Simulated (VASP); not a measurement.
# BeTe (a) (F-43m) in VASP: single point with PBE

Aim: the single point of BeTe (a) with PBE.

All numbers are computed with VASP 6.6.1; they aren't measurements. Logs are shortened: lines on timing, memory, paths and dates and some standing lists are left out, and cuts for length are marked.

## (1) The cell of the first run

Symmetry: F-43m, No. 216, cubic system. Conventional cell: a = 5.663 Å, b = 5.663 Å, c = 5.663 Å, α = 90.00°, β = 90.00°, γ = 90.00°. Be (site symmetry -43m) has 4 Te at 2.45 Å within 3.2 Å. Within 3.2 Å of Te (site symmetry -43m) lie 4 Be at 2.45 Å.

## (2) Single point, PBE

Input file INCAR:

```
SYSTEM = BeTe
ALGO = Normal ; EDIFF = 1E-6
ENCUT = 600 ; GGA = PE
GGA_COMPAT = .FALSE. ; ISIF = 2
ISMEAR = 0 ; LASPH = .TRUE.
LCHARG = .FALSE. ; LREAL = .FALSE.
LWAVE = .FALSE. ; NBANDS = 11
NELM = 120 ; PREC = Accurate
SIGMA = 0.1
```

Input file KPOINTS:

```
k-points
0
G
  6 6 6
  0 0 0
```

Input file POSCAR:

```
BeTe
1.0
    0.0000000000      2.8314587900      2.8314587900
    2.8314587900      0.0000000000      2.8314587900
    2.8314587900      2.8314587900      0.0000000000
Be Te
1 1
Direct
    0.0000000000      0.0000000000      0.0000000000
    0.2500000000      0.2500000000      0.2500000000
```

Potentials or basis: VASP PAW PBE potentials, release 64 (Be, Te).

Started as:

```sh
> cat potpaw_PBE.64/Be/POTCAR potpaw_PBE.64/Te/POTCAR > POTCAR
> mpirun -np 1 vasp_std > vasp.out
```

OUTCAR:

```text
SYSTEM = BeTe
   EDIFF = 1E-6
   ENCUT = 600
   GGA = PE
   ISIF = 2
   ISMEAR = 0
   LASPH = .TRUE.
   LREAL = .FALSE.
   NELM = 120
   PREC = Accurate

 ion  position               nearest neighbor table
   1  0.000  0.000  0.000-   2 2.45   2 2.45   2 2.45   2 2.45
   2  0.250  0.250  0.250-   1 2.45   1 2.45   1 2.45   1 2.45

  LATTYP: Found a face centered cubic cell.
 ALAT       =     5.6629175800

  Lattice vectors:

 A1 = (   0.0000000000,   2.8314587900,   2.8314587900)
 A2 = (   2.8314587900,   0.0000000000,   2.8314587900)
 A3 = (   2.8314587900,   2.8314587900,   0.0000000000)

Analysis of symmetry for initial positions (statically):
=====================================================================
 Subroutine PRICEL returns:
 Original cell was already a primitive cell.

 Routine SETGRP: Setting up the symmetry group for a
 face centered cubic supercell.

 Subroutine GETGRP returns: Found 24 space group operations
 (whereof 24 operations were pure point group operations)
 out of a pool of 48 trial point group operations.

The static configuration has the point symmetry T_d .

Analysis of symmetry for dynamics (positions and initial velocities):
=====================================================================
 Subroutine PRICEL returns:
 Original cell was already a primitive cell.

 Routine SETGRP: Setting up the symmetry group for a
 face centered cubic supercell.

 Subroutine GETGRP returns: Found 24 space group operations
 (whereof 24 operations were pure point group operations)
 out of a pool of 48 trial point group operations.

The dynamic configuration has the point symmetry T_d .

 Subroutine INISYM returns: Found 24 space group operations
 (whereof 24 operations are pure point group operations),
 and found     1 'primitive' translations

----------------------------------------------------------------------------------------

                                     Primitive cell

  volume of cell :      45.4005

  direct lattice vectors                    reciprocal lattice vectors
     0.000000000  2.831458790  2.831458790    -0.176587419  0.176587419  0.176587419
     2.831458790  0.000000000  2.831458790     0.176587419 -0.176587419  0.176587419
     2.831458790  2.831458790  0.000000000     0.176587419  0.176587419 -0.176587419

  length of vectors
     4.004287422  4.004287422  4.004287422     0.305858382  0.305858382  0.305858382

  position of ions in fractional coordinates (direct lattice)
     0.000000000  0.000000000  0.000000000
     0.250000000  0.250000000  0.250000000

  ion indices of the primitive-cell ions
   primitive index   ion index
                 1           1
                 2           2

----------------------------------------------------------------------------------------

 KPOINTS: k-points

Automatic generation of k-mesh.
 Grid dimensions read from file:
 generate k-points for:    6    6    6

 Generating k-lattice:

  Cartesian coordinates                     Fractional coordinates (reciprocal lattice)
    -0.029431237  0.029431237  0.029431237     0.166666667  0.000000000  0.000000000
     0.029431237 -0.029431237  0.029431237     0.000000000  0.166666667  0.000000000
     0.029431237  0.029431237 -0.029431237     0.000000000  0.000000000  0.166666667

  Length of vectors
     0.050976397  0.050976397  0.050976397

  Shift w.r.t. Gamma in fractional coordinates (k-lattice)
     0.000000000  0.000000000  0.000000000

 Subroutine IBZKPT returns following result:
 ===========================================

 Found     16 irreducible k-points:

 Following reciprocal coordinates:
            Coordinates               Weight
  0.000000  0.000000  0.000000      1.000000
  0.166667  0.000000  0.000000      8.000000
  0.333333  0.000000  0.000000      8.000000
  0.500000  0.000000  0.000000      4.000000
  0.166667  0.166667  0.000000      6.000000
  0.333333  0.166667  0.000000     24.000000
[... 8 lines left out ...]
 -0.333333  0.333333  0.166667     24.000000
 -0.333333  0.500000  0.166667     12.000000
   k-points           NKPTS =     16   k-points in BZ     NKDIM =     16   number of bands    NBANDS=     11
   number of dos      NEDOS =    301   number of ions     NIONS =      2
   total plane-waves  NPLWV =  32768
   dimension x,y,z NGX =    32 NGY =   32 NGZ =   32
   dimension x,y,z NGXF=    64 NGYF=   64 NGZF=   64
   ions per type =               1   1
   NGX,Y,Z   is equivalent  to a cutoff of  13.29, 13.29, 13.29 a.u.
   NGXF,Y,Z  is equivalent  to a cutoff of  26.57, 26.57, 26.57 a.u.
 SYSTEM =  BeTe
   PREC   = accura    normal or accurate (medium, high low for compatibility)
   ISTART =      0    job   : 0-new  1-cont  2-samecut
   ICHARG =      2    charge: 1-file 2-atom 10-const
   ISPIN  =      1    spin polarized calculation?
   LNONCOLLINEAR =      F non collinear calculations
   LSORBIT =      F    spin-orbit coupling
   LASPH  =      T    aspherical Exc in radial PAW
   ENCUT  =  600.0 eV  44.10 Ry    6.64 a.u.   8.00  8.00  8.00*2*pi/ulx,y,z
   NELM   =    120;   NELMIN=  2; NELMDL= -5     # of ELM steps
   EDIFF  = 0.1E-05   stopping-criterion for ELM
   LREAL  =      F    real-space projection
   EDIFFG = 0.1E-04   stopping-criterion for IOM
   NSW    =      0    number of steps for IOM
   IBRION =     -1    ionic relax: 0-MD 1-quasi-New 2-CG
   NFREE  =      0    steps in history (QN), initial steepest desc. (CG)
   ISIF   =      2    stress and relaxation
   ISYM   =      2    0-nonsym 1-usesym 2-fastsym
   POTIM  = 0.5000    time-step for ionic-motion
   TEBEG  =    0.0;   TEEND  =   0.0 temperature during run
   PSTRESS=    0.0 pullay stress
   NELECT =       8.0000    total number of electrons
   NUPDOWN=      -1.0000    fix difference up-down
   EMIN   =  10.00;   EMAX   =-10.00  energy-range for DOS
   EFERMI =   0.00;   METHOD = LEGACY
   ISMEAR =     0;   SIGMA  =   0.10  broadening in eV -4-tet -1-fermi 0-gaus
   EFERMI_NEDOS =   21; number of points for ismear=-14 and -15
   IALGO  =     38    algorithm
   IMIX   =      4    mixing-type and parameters
     AMIX     =   0.40;   BMIX     =  1.00
     AMIX_MAG =   1.60;   BMIX_MAG =  1.00
  volume/ion in A,a.u.               =      22.70       153.19
  Fermi-wavevector in a.u.,A,eV,Ry     =   0.917807  1.734403 11.461129  0.842369
  Thomas-Fermi vector in A             =   2.042817
   LORBIT       =      0    0 simple, 1 ext, 2 COOP (PROOUT), +10 PAW based schemes
   GGA     = PE    functional components
   LHFCALC =     F    Hartree Fock is set to
   AEXX    =    0.0000 exact exchange contribution
   IVDW    =     0    specifies the selected vdW correction
   LEPSILON=     F    determine dielectric tensor
   LRPA    =     F    only Hartree local field effects (RPA)
 non-spin polarized calculation
 Gauss-broadening in eV      SIGMA  =   0.10
  energy-cutoff  :      600.00
  volume of cell :       45.40
 maximum number of plane-waves:      1527
   NGX = 15   NGY = 15   NGZ = 15

 number of electron       8.0000000 magnetization

 Free energy of the ion-electron system (eV)
  ---------------------------------------------------
  ext. energy  EPLUGINS =         0.00000000
  ---------------------------------------------------
  free energy    TOTEN  =        -7.61885897 eV

  energy without entropy =       -7.61885897  energy(sigma->0) =       -7.61885897

 E-fermi :   5.4023     XC(G=0):  -8.9895

 val. band max:        4.9161618103   @ k =   0.0000   0.0000   0.0000
 cond. band min:       6.9285451741   @ k =   0.5000   0.5000   0.0000
 fundamental gap:      2.0123833638
 Fermi energy:         5.4023035480

 k-point     1 :       0.0000    0.0000    0.0000
  band No.  band energies     occupation
      1      -7.2735      2.00000
      2       4.9162      2.00000
      3       4.9162      2.00000
      4       4.9162      2.00000
      5       8.5379      0.00000
      6       8.5379      0.00000
      7       8.5379      0.00000
      8       8.6180      0.00000
      9      13.2076      0.00000
     10      15.1253      0.00000
     11      15.1253      0.00000

 k-point     2 :       0.1667    0.0000    0.0000
  band No.  band energies     occupation
      1      -7.0210      2.00000
      2       2.9557      2.00000
      3       4.5481      2.00000
      4       4.5481      2.00000
      5       8.3494      0.00000
      6       9.0684      0.00000
      7       9.0684      0.00000
      8      10.6015      0.00000
      9      13.8333      0.00000
     10      13.9912      0.00000
     11      13.9912      0.00000

 k-point     3 :       0.3333    0.0000    0.0000
  band No.  band energies     occupation
      1      -6.3923      2.00000
      2       0.5401      2.00000
      3       4.0191      2.00000
      4       4.0191      2.00000
      5       8.0606      0.00000
      6       9.5303      0.00000
      7       9.5303      0.00000
      8      12.6540      0.00000
      9      14.2005      0.00000
     10      14.4952      0.00000
     11      14.4952      0.00000

 k-point     4 :       0.5000    0.0000    0.0000
  band No.  band energies     occupation
      1      -5.9695      2.00000
      2      -0.5208      2.00000
      3       3.8106      2.00000
      4       3.8106      2.00000
      5       7.9477      0.00000
      6       9.5114      0.00000
      7       9.5114      0.00000
      8      12.7392      0.00000
      9      15.7822      0.00000
     10      16.3567      0.00000
     11      16.3567      0.00000
[... 127 lines left out ...]
 k-point    14 :       0.5000    0.3333    0.1667
  band No.  band energies     occupation
      1      -5.9186      2.00000
      2       0.5951      2.00000
      3       1.9330      2.00000
      4       2.9806      2.00000
      5       8.8686      0.00000
      6       9.8705      0.00000
      7      10.1207      0.00000
      8      12.5574      0.00000
      9      14.9065      0.00000
     10      15.2917      0.00000
     11      17.5030      0.00000

 k-point    15 :      -0.3333    0.3333    0.1667
  band No.  band energies     occupation
      1      -5.6054      2.00000
      2       0.1579      2.00000
      3       1.5037      2.00000
      4       2.5689      2.00000
      5       9.4104      0.00000
      6       9.5930      0.00000
      7      11.7739      0.00000
      8      12.0520      0.00000
      9      13.5663      0.00000
     10      16.7226      0.00000
     11      17.3978      0.00000

 k-point    16 :      -0.3333    0.5000    0.1667
  band No.  band energies     occupation
      1      -5.4696      2.00000
      2       0.2128      2.00000
      3       1.6084      2.00000
      4       1.9061      2.00000
      5       8.6366      0.00000
      6       9.1879      0.00000
      7      12.1969      0.00000
      8      12.4659      0.00000
      9      15.7531      0.00000
     10      16.5710      0.00000
     11      17.6797      0.00000

------------------------ aborting loop because EDIFF is reached ----------------------------------------

  FORCE on cell =-STRESS in cart. coord.  units (eV):
  Direction    XX          YY          ZZ          XY          YZ          ZX
  --------------------------------------------------------------------------------------
  -------------------------------------------------------------------------------------
  Total        0.0572462      0.0572462      0.0572462      0.0000000      0.0000000      0.0000000
  in kB        2.0202092      2.0202092      2.0202092      0.0000000      0.0000000      0.0000000
  external PRESSURE =       2.0202092 kB  Pullay stress =       0.0000000 kB

 VOLUME and BASIS-vectors are now :
 -----------------------------------------------------------------------------
  energy-cutoff  :      600.00
  volume of cell :       45.40
      direct lattice vectors                 reciprocal lattice vectors
     0.000000000  2.831458790  2.831458790    -0.176587419  0.176587419  0.176587419
     2.831458790  0.000000000  2.831458790     0.176587419 -0.176587419  0.176587419
     2.831458790  2.831458790  0.000000000     0.176587419  0.176587419 -0.176587419

 POSITION                                       TOTAL-FORCE (eV/Angst)
 -----------------------------------------------------------------------------------
      0.00000      0.00000      0.00000        -0.000000     -0.000000     -0.000000
      1.41573      1.41573      1.41573         0.000000      0.000000      0.000000
 -----------------------------------------------------------------------------------
    total drift:                                0.000000      0.000000      0.000000

  FREE ENERGIE OF THE ION-ELECTRON SYSTEM (eV)
  ---------------------------------------------------
  free  energy   TOTEN  =        -7.6188589729 eV

  energy  without entropy=       -7.6188589729  energy(sigma->0) =       -7.61885897
```

Wall time 18 s (1 thread of AMD EPYC 7R13, shared host); peak memory 0.15 GiB.

What came out:

```
Free energy            : -7.6189 eV
Pressure               : 0.2 GPa
Band gap on the k mesh : 2.01 eV, indirect (least direct gap 3.62 eV)
```

Caveat: spin-orbit coupling is left out, which moves the levels of the heavy elements.
